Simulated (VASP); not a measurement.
# Zn (P6_3/mmc) in VASP: notebook, part 2 of 3

VASP 6.6.1.

## (4) Single point, r2SCAN

This run uses another cell than the first one, of 14.54 Å³/atom, 0.980 times its volume.

Contents of POSCAR:

```
Zn
1.0
    2.5948447001      0.0000000000      0.0000000000
   -1.2974223501      2.2472014291      0.0000000000
    0.0000000000      0.0000000000      4.9862945716
Zn
2
Direct
    0.3333333333      0.6666666667      0.7500000000
    0.6666666667      0.3333333333      0.2500000000
```

Contents of INCAR.step1:

```
PREC = Accurate
ENCUT = 520
ISMEAR = 0
SIGMA = 0.05
LREAL = False
LASPH = True
NELM = 80
NBANDS = 19
GGA = PE
ALGO = Normal
EDIFF = 1E-4
LWAVE = True
LCHARG = False
```

Contents of INCAR.step2:

```
PREC = Accurate
ENCUT = 520
EDIFF = 1E-6
ISMEAR = 0
SIGMA = 0.05
LREAL = False
LASPH = True
NELM = 80
ALGO = Normal
ISIF = 2
LWAVE = False
LCHARG = True
METAGGA = R2SCAN
LMIXTAU = True
LELF = True
LVHAR = True
NBANDS = 19
ISTART = 1
```

Contents of KPOINTS:

```
Automatic mesh
0
Gamma
  18 18 10
```

Potentials or basis: VASP PAW PBE potentials, release 64 (Zn).

The run is started by

```
$ cat potpaw_PBE.64/Zn/POTCAR > POTCAR
$ cp INCAR.step1 INCAR
$ mpirun -np 1 vasp_std > vasp.out
$ cp INCAR.step2 INCAR
$ mpirun -np 1 vasp_std > vasp.out
```

OUTCAR:

```text
PREC = Accurate
   ENCUT = 520
   EDIFF = 1E-6
   ISMEAR = 0
   LREAL = False
   LASPH = True
   NELM = 80
   ISIF = 2
   METAGGA = R2SCAN
   ISTART = 1

 ion  position               nearest neighbor table
   1  0.333  0.667  0.750-   2 2.91   2 2.91   2 2.91   2 2.91   2 2.91   2 2.91
   2  0.667  0.333  0.250-   1 2.91   1 2.91   1 2.91   1 2.91   1 2.91   1 2.91

  LATTYP: Found a hexagonal cell.
 ALAT       =     2.5948447001
 C/A-ratio  =     1.9216157990

  Lattice vectors:

 A1 = (   2.5948447001,   0.0000000000,   0.0000000000)
 A2 = (  -1.2974223501,   2.2472014291,   0.0000000000)
 A3 = (   0.0000000000,   0.0000000000,   4.9862945716)

Analysis of symmetry for initial positions (statically):
=====================================================================
 Subroutine PRICEL returns:
 Original cell was already a primitive cell.

 Routine SETGRP: Setting up the symmetry group for a
 hexagonal supercell.

 Subroutine GETGRP returns: Found 24 space group operations
 (whereof 12 operations were pure point group operations)
 out of a pool of 24 trial point group operations.

The static configuration has the point symmetry D_3d.
 The point group associated with its full space group is D_6h.

Analysis of symmetry for dynamics (positions and initial velocities):
=====================================================================
 Subroutine PRICEL returns:
 Original cell was already a primitive cell.

 Routine SETGRP: Setting up the symmetry group for a
 hexagonal supercell.

 Subroutine GETGRP returns: Found 24 space group operations
 (whereof 12 operations were pure point group operations)
 out of a pool of 24 trial point group operations.

The dynamic configuration has the point symmetry D_3d.
 The point group associated with its full space group is D_6h.

 Subroutine INISYM returns: Found 24 space group operations
 (whereof 12 operations are pure point group operations),
 and found     1 'primitive' translations

[... 111 lines left out ...]
   IALGO  =     38    algorithm
   IMIX   =      4    mixing-type and parameters
     AMIX     =   0.40;   BMIX     =  1.00
     AMIX_MAG =   1.60;   BMIX_MAG =  1.00
  volume/ion in A,a.u.               =      14.54        98.11
  Fermi-wavevector in a.u.,A,eV,Ry     =   1.535683  2.902019 32.086908  2.358321
  Thomas-Fermi vector in A             =   2.642437
   LORBIT       =      0    0 simple, 1 ext, 2 COOP (PROOUT), +10 PAW based schemes
   METAGGA = R2SCAN    functional components
   LHFCALC =     F    Hartree Fock is set to
   AEXX    =    0.0000 exact exchange contribution
   IVDW    =     0    specifies the selected vdW correction
   LEPSILON=     F    determine dielectric tensor
   LRPA    =     F    only Hartree local field effects (RPA)
 non-spin polarized calculation
 Gauss-broadening in eV      SIGMA  =   0.05
  energy-cutoff  :      520.00
  volume of cell :       29.08
 maximum number of plane-waves:       801
 NGX is ok and might be reduce to    20
   NGX =  9   NGY =  9   NGZ = 19

 number of electron      24.0000029 magnetization

 Free energy of the ion-electron system (eV)
  ---------------------------------------------------
  ext. energy  EPLUGINS =         0.00000000
  ---------------------------------------------------
  free energy    TOTEN  =       -17.80588767 eV

  energy without entropy =      -17.80552654  energy(sigma->0) =      -17.80570711

 E-fermi :   3.2804     XC(G=0): -12.8865

 val. band max:        3.2680656616   @ k =   0.2778   0.2778   0.3000
 cond. band min:       3.3147454230   @ k =   0.2222   0.2222   0.0000
 fundamental gap:      0.0466797614
 Fermi energy:         3.2804442888

 k-point     1 :       0.0000    0.0000    0.0000
  band No.  band energies     occupation
      1      -7.9434      2.00000
      2      -5.9741      2.00000
      3      -5.1320      2.00000
      4      -4.8285      2.00000
      5      -4.8283      2.00000
      6      -4.7812      2.00000
[... 505 lines left out ...]
      6      -4.6594      2.00000
[... 11 lines left out ...]
     18      17.5353      0.00000
     19      18.9231      0.00000

 [... further k-points ...]

------------------------ aborting loop because EDIFF is reached ----------------------------------------

  FORCE on cell =-STRESS in cart. coord.  units (eV):
  Direction    XX          YY          ZZ          XY          YZ          ZX
  --------------------------------------------------------------------------------------
  -------------------------------------------------------------------------------------
  Total        0.1269450      0.1269450      0.0443273     -0.0000000      0.0000000      0.0000000
  in kB        6.9951133      6.9951133      2.4425896     -0.0000000      0.0000000      0.0000000
  external PRESSURE =       5.4776054 kB  Pullay stress =       0.0000000 kB

 VOLUME and BASIS-vectors are now :
 -----------------------------------------------------------------------------
  energy-cutoff  :      520.00
  volume of cell :       29.08
      direct lattice vectors                 reciprocal lattice vectors
     2.594844700  0.000000000  0.000000000     0.385379518  0.222498969  0.000000000
    -1.297422350  2.247201429  0.000000000     0.000000000  0.444997937  0.000000000
     0.000000000  0.000000000  4.986294572     0.000000000  0.000000000  0.200549724

 POSITION                                       TOTAL-FORCE (eV/Angst)
 -----------------------------------------------------------------------------------
     -0.00000      1.49813      3.73972         0.000000     -0.000000      0.000000
      1.29742      0.74907      1.24657        -0.000000      0.000000      0.000000
 -----------------------------------------------------------------------------------
    total drift:                               -0.000000      0.000000      0.000000

  FREE ENERGIE OF THE ION-ELECTRON SYSTEM (eV)
  ---------------------------------------------------
  free  energy   TOTEN  =       -17.8058876730 eV

  energy  without entropy=      -17.8055265408  energy(sigma->0) =      -17.80570711
```

OUTCAR.step1:

```text
PREC = Accurate
   ENCUT = 520
   ISMEAR = 0
   LREAL = False
   LASPH = True
[... 753 lines left out ...]
     -0.00000      1.49813      3.73972        -0.000000      0.000000      0.000000
      1.29742      0.74907      1.24657         0.000000      0.000000     -0.000000
 -----------------------------------------------------------------------------------
    total drift:                               -0.000000      0.000000      0.000000

  FREE ENERGIE OF THE ION-ELECTRON SYSTEM (eV)
  ---------------------------------------------------
  free  energy   TOTEN  =        -2.2004403025 eV

  energy  without entropy=       -2.2000939974  energy(sigma->0) =       -2.20026715
```

Wall time 9.9 min (1 thread of Intel Xeon 8259CL, shared host); peak memory 0.22 GiB.

Results:

- Free energy: -17.8059 eV
- Pressure: 0.5 GPa
- Band gap on the k mesh: zero (band 12 reaches 5.09 eV, above the bottom of band 13 at -0.21 eV)

Caveat: the PAW data sets were made with another functional, which shifts forces and pressure a little.

## (5) Single point, r2SCAN

This run uses another cell than the first one, of 14.70 Å³/atom, 0.991 times its volume.

Contents of POSCAR:

```
Zn
1.0
    2.5998760387      0.0000000000      0.0000000000
   -1.2999380194      2.2515586962      0.0000000000
    0.0000000000      0.0000000000      5.0240254611
Zn
2
Direct
    0.3333333333      0.6666666667      0.7500000000
    0.6666666667      0.3333333333      0.2500000000
```

Contents of INCAR.step1:

```
PREC = Accurate ; ENCUT = 520
ISMEAR = 0 ; SIGMA = 0.05
LREAL = F ; LASPH = T
NELM = 100 ; NBANDS = 19
GGA = PE ; ALGO = Normal
EDIFF = 1E-4 ; LWAVE = T
LCHARG = F
```

Contents of INCAR.step2:

```
PREC = Accurate ; ENCUT = 520
EDIFF = 1E-6 ; ISMEAR = 0
SIGMA = 0.05 ; LREAL = F
LASPH = T ; NELM = 100
ALGO = Normal ; ISIF = 2
LWAVE = F ; LCHARG = F
METAGGA = R2SCAN ; LMIXTAU = T
NBANDS = 19 ; ISTART = 1
```

KPOINTS is that of step 4.

Potentials or basis: VASP PAW PBE potentials, release 64 (Zn).

The run is started by

```
$ cat potpaw_PBE.64/Zn/POTCAR > POTCAR
$ cp INCAR.step1 INCAR
$ mpirun -np 1 vasp_std > vasp.out
$ cp INCAR.step2 INCAR
$ mpirun -np 1 vasp_std > vasp.out
```

OUTCAR:

```text
PREC = Accurate
   ENCUT = 520
   EDIFF = 1E-6
   ISMEAR = 0
   LREAL = F
   LASPH = T
   NELM = 100
   ISIF = 2
   METAGGA = R2SCAN
   ISTART = 1

 ion  position               nearest neighbor table
   1  0.333  0.667  0.750-   2 2.93   2 2.93   2 2.93   2 2.93   2 2.93   2 2.93
   2  0.667  0.333  0.250-   1 2.93   1 2.93   1 2.93   1 2.93   1 2.93   1 2.93

  LATTYP: Found a hexagonal cell.
 ALAT       =     2.5998760387
 C/A-ratio  =     1.9324096173

  Lattice vectors:

 A1 = (   2.5998760387,   0.0000000000,   0.0000000000)
 A2 = (  -1.2999380194,   2.2515586962,   0.0000000000)
 A3 = (   0.0000000000,   0.0000000000,   5.0240254611)

Analysis of symmetry for initial positions (statically):
=====================================================================
 Subroutine PRICEL returns:
 Original cell was already a primitive cell.

 Routine SETGRP: Setting up the symmetry group for a
 hexagonal supercell.

 Subroutine GETGRP returns: Found 24 space group operations
 (whereof 12 operations were pure point group operations)
 out of a pool of 24 trial point group operations.

The static configuration has the point symmetry D_3d.
 The point group associated with its full space group is D_6h.

Analysis of symmetry for dynamics (positions and initial velocities):
=====================================================================
 Subroutine PRICEL returns:
 Original cell was already a primitive cell.

 Routine SETGRP: Setting up the symmetry group for a
 hexagonal supercell.

 Subroutine GETGRP returns: Found 24 space group operations
 (whereof 12 operations were pure point group operations)
 out of a pool of 24 trial point group operations.

The dynamic configuration has the point symmetry D_3d.
 The point group associated with its full space group is D_6h.

 Subroutine INISYM returns: Found 24 space group operations
 (whereof 12 operations are pure point group operations),
 and found     1 'primitive' translations

[... 111 lines left out ...]
   IALGO  =     38    algorithm
   IMIX   =      4    mixing-type and parameters
     AMIX     =   0.40;   BMIX     =  1.00
     AMIX_MAG =   1.60;   BMIX_MAG =  1.00
  volume/ion in A,a.u.               =      14.70        99.23
  Fermi-wavevector in a.u.,A,eV,Ry     =   1.529852  2.891000 31.843703  2.340446
  Thomas-Fermi vector in A             =   2.637416
   LORBIT       =      0    0 simple, 1 ext, 2 COOP (PROOUT), +10 PAW based schemes
   METAGGA = R2SCAN    functional components
   LHFCALC =     F    Hartree Fock is set to
   AEXX    =    0.0000 exact exchange contribution
   IVDW    =     0    specifies the selected vdW correction
   LEPSILON=     F    determine dielectric tensor
   LRPA    =     F    only Hartree local field effects (RPA)
 non-spin polarized calculation
 Gauss-broadening in eV      SIGMA  =   0.05
  energy-cutoff  :      520.00
  volume of cell :       29.41
 maximum number of plane-waves:       807
 NGX is ok and might be reduce to    20
   NGX =  9   NGY =  9   NGZ = 19

 number of electron      24.0000031 magnetization

 Free energy of the ion-electron system (eV)
  ---------------------------------------------------
  ext. energy  EPLUGINS =         0.00000000
  ---------------------------------------------------
  free energy    TOTEN  =       -17.80570733 eV

  energy without entropy =      -17.80539910  energy(sigma->0) =      -17.80555321

 E-fermi :   3.1725     XC(G=0): -12.8116

 val. band max:        3.1635507646   @ k =   0.2222   0.2222   0.0000
 cond. band min:       3.1897255821   @ k =   0.2778   0.2778   0.3000
 fundamental gap:      0.0261748175
 Fermi energy:         3.1724849031

 k-point     1 :       0.0000    0.0000    0.0000
  band No.  band energies     occupation
      1      -7.9317      2.00000
      2      -6.0171      2.00000
      3      -5.1881      2.00000
      4      -4.8842      2.00000
      5      -4.8840      2.00000
      6      -4.8394      2.00000
[... 505 lines left out ...]
      6      -4.7122      2.00000
[... 11 lines left out ...]
     18      17.3295      0.00000
     19      18.7896      0.00000

 [... further k-points ...]

------------------------ aborting loop because EDIFF is reached ----------------------------------------

  FORCE on cell =-STRESS in cart. coord.  units (eV):
  Direction    XX          YY          ZZ          XY          YZ          ZX
  --------------------------------------------------------------------------------------
  -------------------------------------------------------------------------------------
  Total       -0.0266603     -0.0266603     -0.0826668      0.0000000      0.0000000      0.0000000
  in kB       -1.4524028     -1.4524028     -4.5035374      0.0000000      0.0000000      0.0000000
  external PRESSURE =      -2.4694477 kB  Pullay stress =       0.0000000 kB

 VOLUME and BASIS-vectors are now :
 -----------------------------------------------------------------------------
  energy-cutoff  :      520.00
  volume of cell :       29.41
      direct lattice vectors                 reciprocal lattice vectors
     2.599876039  0.000000000  0.000000000     0.384633723  0.222068383  0.000000000
    -1.299938019  2.251558696  0.000000000     0.000000000  0.444136767  0.000000000
     0.000000000  0.000000000  5.024025461     0.000000000  0.000000000  0.199043577

 POSITION                                       TOTAL-FORCE (eV/Angst)
 -----------------------------------------------------------------------------------
     -0.00000      1.50104      3.76802         0.000000      0.000000      0.000000
      1.29994      0.75052      1.25601        -0.000000     -0.000000      0.000000
 -----------------------------------------------------------------------------------
    total drift:                               -0.000000      0.000000      0.000000

  FREE ENERGIE OF THE ION-ELECTRON SYSTEM (eV)
  ---------------------------------------------------
  free  energy   TOTEN  =       -17.8057073335 eV

  energy  without entropy=      -17.8053990953  energy(sigma->0) =      -17.80555321
```

OSZICAR.step1:

```text
N       E                     dE             d eps       ncg     rms          rms(c)
DAV:   1     0.112534845375E+03    0.11253E+03   -0.12358E+04  8804   0.202E+03
DAV:   2     0.276047656626E+01   -0.10977E+03   -0.10578E+03  8487   0.295E+02
DAV:   3    -0.240848029427E+01   -0.51690E+01   -0.51484E+01  9423   0.705E+01
DAV:   4    -0.243903780071E+01   -0.30558E-01   -0.30550E-01  9234   0.559E+00
DAV:   5    -0.243907574928E+01   -0.37949E-04   -0.37948E-04  9182   0.178E-01    0.435E+00
DAV:   6    -0.222326466108E+01    0.21581E+00   -0.82400E-01  9359   0.195E+01    0.317E+00
DAV:   7    -0.221269445112E+01    0.10570E-01   -0.28614E-02 10692   0.287E+00    0.162E+00
DAV:   8    -0.220768241137E+01    0.50120E-02   -0.19202E-03 11519   0.687E-01    0.492E-02
DAV:   9    -0.220768980156E+01   -0.73902E-05   -0.25241E-04  7877   0.210E-01
   1 F= -.22076898E+01 E0= -.22074897E+01  d E =-.400126E-03
```

Wall time 8.3 min (1 thread of Intel Xeon 8259CL, shared host); peak memory 0.22 GiB.

What came out:

- Free energy: -17.8057 eV
- Pressure: -0.2 GPa
- Band gap on the k mesh: zero (band 12 reaches 5.01 eV, above the bottom of band 13 at -0.37 eV)

Levels at points of the mesh, in eV from the Fermi level:
| k point | band 8 | band 9 | band 10 | band 11 | band 12 | band 13 | band 14 | band 15 | band 16 | band 17 |
| --- | --- | --- | --- | --- | --- | --- | --- | --- | --- | --- |
| (0.00, 0.00, 0.00) | -7.60 | -7.60 | -7.42 | -7.42 | -4.08 | -3.54 | 13.31 | 17.18 | 19.85 | 19.85 |
| (0.50, 0.00, 0.00) | -7.45 | -7.17 | -7.16 | -2.92 | -2.01 | 2.69 | 3.88 | 4.48 | 6.05 | 11.66 |
| (0.00, 0.00, 0.50) | -8.03 | -7.49 | -7.49 | -7.49 | -7.49 | 4.20 | 4.20 | 21.20 | 21.20 | 21.20 |
| (0.50, 0.00, 0.50) | -7.46 | -7.17 | -7.17 | -2.00 | -2.00 | 0.54 | 0.54 | 10.51 | 10.51 | 13.47 |

Caveat: the PAW data sets were made with another functional, which shifts forces and pressure a little.

(Part 2 of 3 ends here.)
